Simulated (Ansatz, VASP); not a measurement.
# Two plane-wave programs on Ba

The input POSCAR:

```
Ba
1.0
    3.4299790401     -5.8131783904      0.0000000000
    3.4299790401      5.8131783904      0.0000000000
    0.0000000000      0.0000000000      6.8690829939
Ba
4
Direct
    0.1525000000      0.8475000000      0.0785000000
    0.6525000000      0.3475000000      0.4215000000
    0.8475000000      0.1525000000      0.9215000000
    0.3475000000      0.6525000000      0.5785000000
```

Contents of INCAR.step1:

```
SYSTEM = Ba
PREC = Accurate
ENCUT = 520
ISMEAR = 0
SIGMA = 0.1
LREAL = .FALSE.
LASPH = .TRUE.
NELM = 100
NBANDS = 28
GGA = PE
ALGO = Normal
EDIFF = 1E-4
LWAVE = .TRUE.
LCHARG = .FALSE.
```

INCAR.step2

```
SYSTEM = Ba
PREC = Accurate
ENCUT = 520
EDIFF = 1E-6
ISMEAR = 0
SIGMA = 0.1
LREAL = .FALSE.
LASPH = .TRUE.
NELM = 100
ALGO = Normal
ISIF = 2
LWAVE = .FALSE.
LCHARG = .TRUE.
METAGGA = R2SCAN
LMIXTAU = .TRUE.
LELF = .TRUE.
LVHAR = .TRUE.
NBANDS = 28
ISTART = 1
```

File KPOINTS:

```
regular mesh
0
G
  4 4 4
  0 0 0
```

Input for Ansatz:

```yaml
crystal:
  lattice:
    - [3.4299790401, -5.8131783904, 0.0]
    - [3.4299790401, 5.8131783904, 0.0]
    - [0.0, 0.0, 6.8690829939]
  atoms:
    - { symbol: Ba, position: [0.1525, 0.8475, 0.0785] }
    - { symbol: Ba, position: [0.6525, 0.3475, 0.4215] }
    - { symbol: Ba, position: [0.8475, 0.1525, 0.9215] }
    - { symbol: Ba, position: [0.3475, 0.6525, 0.5785] }
basis:
  ecutwfc: 500
kpoints:
  mp_grid: { grid: [4, 4, 4] }
hamiltonian:
  xc: r2scan
scf:
  occupations: { method: gaussian, width: 0.1 }
  lower_state_search: "off"
output:
  forces: true
  stress: true
  eigenvalues: true
```

Alike in both runs: task single point; functional r2SCAN; k mesh 4 × 4 × 4; occupations gaussian, width 0.1 eV; no spin polarisation.

```csv
,VASP,Ansatz
version,VASP 6.6.1,Ansatz 0.2.0
potentials or method,"VASP PAW PBE potentials, release 64 (Ba_sv), cutoff 520 eV","scalar-relativistic, plane waves, PAW"
valence electrons in the cell,40,40
```

```csv
,VASP,Ansatz,Ansatz less VASP
gap on the k mesh at the Fermi level (eV),none,none,-
pressure (GPa),0.1,0.0,-0.10
"traceless stress, the component that is largest in VASP (GPa)",-0.49,-0.47,+0.018
rms of the force components (eV/Å),0.035,0.034,-0.0015
```

VASP's potentials were made for PBE, not for r2SCAN. Atom by atom the forces differ by 0.003 eV/Å (rms over components). A gap of «none» marks a metal or a gap that the smearing closes. With one functional, cell and mesh, what is left measures potentials, basis and numerics.

Spin-orbit coupling is off throughout.
